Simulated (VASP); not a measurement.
Wanted: the native input for a VASP 6.6.1 run.

```
Task                   : single point
Functional             : r2SCAN
Potentials or basis    : VASP PAW PBE potentials, release 64 (Ca_sv, O)
Cutoff                 : 520 eV
k mesh                 : 8 × 8 × 8
Occupations            : gaussian, width 0.01 eV
Spin                   : no spin polarisation
Dipole correction      : no
Further INCAR settings : ALGO = Normal; EDIFF = 1e-06; NBANDS = 15
```

CaO:

```xyz
2
Lattice="-0.0166 2.6032 2.6032 2.6032 -0.0166 2.6032 2.6032 2.6032 -0.0166" Properties=species:S:1:pos:R:3 pbc="T T T"
Ca   -0.0029   -0.0029   -0.0029
O     1.3004    1.3004    1.3004
```

This cell differs from its parent crystal: epitaxial 111 strain +0.5%.

One way to write it, as run:

POSCAR

```
CaO
1.0
   -0.0165744609      2.6031909394      2.6031909394
    2.6031909394     -0.0165744609      2.6031909394
    2.6031909394      2.6031909394     -0.0165744609
Ca O
1 1
Direct
   -0.0005640819     -0.0005640819     -0.0005640819
    0.2505640819      0.2505640819      0.2505640819
```

INCAR.step1

```
PREC = Accurate ; ENCUT = 520
ISMEAR = 0 ; SIGMA = 0.01
LREAL = False ; LASPH = True
NELM = 80 ; NBANDS = 15
GGA = PE ; ALGO = Normal
EDIFF = 1E-4 ; LWAVE = True
LCHARG = False
```

INCAR.step2

```
PREC = Accurate ; ENCUT = 520
EDIFF = 1E-6 ; ISMEAR = 0
SIGMA = 0.01 ; LREAL = False
LASPH = True ; NELM = 80
ALGO = Normal ; ISIF = 2
LWAVE = False ; LCHARG = False
METAGGA = R2SCAN ; LMIXTAU = True
NBANDS = 15 ; ISTART = 1
```

KPOINTS

```
regular mesh
0
Gamma
  8 8 8
```

Potentials or basis: VASP PAW PBE potentials, release 64 (Ca_sv, O).

Run with:

```sh
$ cat potpaw_PBE.64/Ca_sv/POTCAR potpaw_PBE.64/O/POTCAR > POTCAR
$ cp INCAR.step1 INCAR
$ mpirun -np 1 vasp_std > vasp.out
$ cp INCAR.step2 INCAR
$ mpirun -np 1 vasp_std > vasp.out
```

It gave:

| Item | Value |
| --- | --- |
| Pressure | 0.4 GPa |
| Largest force | 0.003 eV/Å |
| Band gap on the k mesh | 3.71 eV (least direct gap 4.31 eV) |

Caveat: the cell differs from its parent crystal (epitaxial 111 strain +0.5%); the PAW data sets were made with another functional, which shifts forces and pressure a little.

Run time: 2.8 min on 1 thread of Intel Xeon 8259CL, with other jobs on the host, peak memory 0.19 GiB.
